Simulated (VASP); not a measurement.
BW16 (a cell with a defect), 17 atoms in the cell. The cell holds a defect, 17 atoms: a = 6.320 Å, b = 6.320 Å, c = 6.320 Å, α = 90.00°, β = 90.00°, γ = 90.00°. 

```yaml
Program: VASP 6.6.1
Task: single point
Functional: LDA
Potentials_or_basis: VASP PAW LDA potentials, release 64 (W_sv, B)
Cutoff: 520 eV
k_mesh: 2 × 2 × 2
Occupations: fermi-dirac, width 0.1 eV
Spin: no spin polarisation
Dipole_correction: no
Further_INCAR_settings: LREAL = Auto; ALGO = Normal; EDIFF = 1e-06; NBANDS = 128
```

Potentials or basis: VASP PAW LDA potentials, release 64 (W_sv, B).

The run is started by

```sh
$ cat potpaw_LDA.64/W_sv/POTCAR potpaw_LDA.64/B/POTCAR > POTCAR
$ mpirun -np 1 vasp_std > vasp.out
```

Hardware: 1 thread of Intel(R) Xeon(R) Platinum 8488C (Sapphire Rapids), on a shared host.

Problem. How long does it take, and how much memory?

Solution. It took 15 min on 1 thread of Intel(R) Xeon(R) Platinum 8488C (Sapphire Rapids) (shared host), peak memory 0.35 GiB. Counts: scf iterations 16, k points 8.
